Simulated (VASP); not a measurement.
Input of a VASP 6.6.1 run:

Contents of INCAR:

```
ALGO     = Normal         # electronic algorithm
EDIFF    = 1E-6           # SCF threshold, eV
ENCUT    = 520            # plane-wave cutoff, eV
GGA      = PE             # functional
ISIF     = 2              # what is computed and relaxed
ISMEAR   = 0              # smearing method
LASPH    = True           # aspherical terms in the spheres
LCHARG   = False          # write CHGCAR
LREAL    = False          # projectors in reciprocal space
LWAVE    = False          # write WAVECAR
NBANDS   = 44             # bands
NELM     = 80             # most SCF steps
PREC     = Accurate       # precision mode
SIGMA    = 0.1            # smearing width, eV
```

The input KPOINTS:

```
k-points
0
Gamma
  8 8 8
```

Contents of POSCAR:

```
Nb5O
1.0
    0.0000000000      3.8044328352      3.8044328352
    3.8044328352      0.0000000000      3.8044328352
    3.8044328352      3.8044328352      0.0000000000
Nb O
5 1
Direct
    0.2500000000      0.2500000000      0.2500000000
    0.6223053330      0.6223053330      0.6223053330
    0.1330840011      0.6223053330      0.6223053330
    0.6223053330      0.1330840011      0.6223053330
    0.6223053330      0.6223053330      0.1330840011
    0.0000000000      0.0000000000      0.0000000000
```

Potentials or basis: VASP PAW PBE potentials, release 64 (Nb_sv, O).

The run is started by

```console
$ cat potpaw_PBE.64/Nb_sv/POTCAR potpaw_PBE.64/O/POTCAR > POTCAR
$ mpirun -np 1 vasp_std > vasp.out
```

Estimate the band gap on the k mesh.

zero (an odd number of electrons rules out a gap without spin polarisation).

What does it give for the pressure?

-0.3 GPa.

Forces in eV/Å, atoms in the order of the input:
```
Nb   0.000  0.000  0.000
Nb  -0.001 -0.001 -0.001
Nb  -0.001  0.001  0.001
Nb   0.001 -0.001  0.001
Nb   0.001  0.001 -0.001
O    0.000  0.000  0.000
```
